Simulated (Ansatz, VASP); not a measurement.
Two plane-wave programs on Al

```xyz
4
Lattice="2.1705 -3.6787 0.0000 2.1705 3.6787 0.0000 0.0000 0.0000 4.3469" Properties=species:S:1:pos:R:3 pbc="T T T"
Al    2.1705    2.5567    0.3412
Al    2.1705   -1.1220    1.8322
Al    2.1705   -2.5567    4.0056
Al    2.1705    1.1220    2.5147
```

Alike in both runs: task single point; functional PBE; k mesh 6 × 6 × 4; occupations gaussian, width 0.1 eV; no spin polarisation.

|  | VASP | Ansatz |
| --- | --- | --- |
| version | VASP 6.6.1 | Ansatz 0.2.0 |
| potentials or method | VASP PAW PBE potentials, release 64 (Al), cutoff 500 eV | scalar-relativistic, plane waves, PAW |
| valence electrons in the cell | 12 | 12 |

Ansatz gave:

* gap on the k mesh at the Fermi level (eV): none
* pressure (GPa): 16.2
* traceless stress, the component that is largest in VASP (GPa): 9.84
* rms of the force components (eV/Å): 0.598

Problem. Which values does VASP return?

Solution. gap on the k mesh at the Fermi level (eV): none; pressure (GPa): 16.2; traceless stress, the component that is largest in VASP (GPa): 9.85; rms of the force components (eV/Å): 0.600.

Atom by atom the forces differ by 0.002 eV/Å (rms over components). A gap of «none» marks a metal or a gap that the smearing closes.

The k mesh is coarse, so the values compare programs but aren't converged.
